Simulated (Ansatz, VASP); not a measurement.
## Two plane-wave programs on Y

```
Y
1.0
     5.60612    0.00000    0.00000
    -2.80306    4.85504    0.00000
     0.00000    0.00000   12.83900
Y
8
Direct
  0.00000 0.00000 0.12097
  0.00000 0.00000 0.62097
  0.00000 0.00000 0.37903
  0.00000 0.00000 0.87903
  0.33333 0.66667 0.99995
  0.66667 0.33333 0.49995
  0.33333 0.66667 0.50005
  0.66667 0.33333 0.00005
```

Alike in both runs: functional PBE; k mesh 6 × 6 × 2; occupations gaussian, width 0.1 eV; no spin polarisation.

Ansatz relaxed the structure, and its values are those at the end. VASP's run is a single point on that final structure, the one shown.

```csv
,VASP,Ansatz
version,VASP 6.6.1,Ansatz 0.2.0
potentials or method,"VASP PAW PBE potentials, release 64 (Y_sv), cutoff 520 eV","scalar-relativistic, plane waves, PAW"
valence electrons in the cell,88,88
```

Ansatz gave:

| Property | Result |
| --- | --- |
| gap on the k mesh at the Fermi level (eV) | none |
| pressure (GPa) | -0.1 |
| rms of the force components (eV/Å) | 0.010 |

Estimate VASP's values.

gap on the k mesh at the Fermi level (eV): none; pressure (GPa): -0.2; rms of the force components (eV/Å): 0.014.

A gap of «none» marks a metal or a gap that the smearing closes.
